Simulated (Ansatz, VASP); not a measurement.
# One calculation of Ta, two programs

Contents of INCAR:

```
SYSTEM = Ta
PREC     = Accurate       ! precision mode
ENCUT    = 600            ! plane-wave cutoff, eV
EDIFF    = 1E-7           ! SCF threshold, eV
ISMEAR   = -1             ! smearing method
SIGMA    = 0.1            ! smearing width, eV
LREAL    = .False.        ! projectors in reciprocal space
LASPH    = .True.         ! aspherical terms in the spheres
NELM     = 80             ! most SCF steps
ALGO     = Normal         ! electronic algorithm
ISIF     = 3              ! what is computed and relaxed
LWAVE    = .False.        ! write WAVECAR
LCHARG   = .False.        ! write CHGCAR
GGA      = PS             ! functional
IBRION   = 2              ! ionic algorithm
NSW      = 80             ! ionic steps
EDIFFG   = -0.01          ! ionic threshold
```

Contents of KPOINTS:

```
regular mesh
0
Gamma
  13 13 13
  0 0 0
```

The input POSCAR:

```
Ta
1.0
    0.0000000000      2.0825235034      2.0825235034
    2.0825235034      0.0000000000      2.0825235034
    2.0825235034      2.0825235034      0.0000000000
Ta
1
Direct
    0.0000000000      0.0000000000      0.0000000000
```

Input for Ansatz:

```yaml
crystal:
  lattice:
    - [0.0, 2.0825235034, 2.0825235034]
    - [2.0825235034, 0.0, 2.0825235034]
    - [2.0825235034, 2.0825235034, 0.0]
  atoms:
    - { symbol: Ta, position: [0.0, 0.0, 0.0] }
hamiltonian:
  xc: pbesol
  pseudopotentials:
    kind: paw
    azcp:
      Ta: "pseudopotentials/Ta.paw.azcp"
basis:
  ecutwfc: 420
  fft_grid_basis: typed
kpoints:
  mp_grid: { grid: [13, 13, 13], shift: [0, 0, 0] }
magnetization:
  spin_polarized: false
scf:
  occupations: { method: fermi_dirac, width: 0.1 }
relax:
  max_steps: 60
  f_tol: 0.01
  cell: {}
```

Alike in both runs: task relaxation of cell and atoms; functional PBEsol; k mesh 13 × 13 × 13; occupations fermi-dirac, width 0.1 eV; no spin polarisation.

|  | VASP | Ansatz |
| --- | --- | --- |
| version | VASP 6.6.1 | Ansatz 0.2.0 |
| potentials or method | VASP PAW PBE potentials, release 64 (Ta_pv), cutoff 600 eV | plane waves (420 eV) with PAW, scalar-relativistic |
| valence electrons in the cell | 11 | 13 |

|  | VASP | Ansatz | Ansatz less VASP |
| --- | --- | --- | --- |
| relaxed volume (Å³/atom) | 18.22 | 18.21 | -0.012 |
| relaxed cell length with the largest relative difference (Å) | 2.954 | 2.953 | -0.0006 |

VASP's potentials were made for PBE, not for PBEsol, and Ansatz warns of the same on its side. VASP's potentials hold 11 valence electrons a cell and Ansatz's 13, so a difference there can come from the potentials and not from the codes.

Spin-orbit coupling is off throughout.
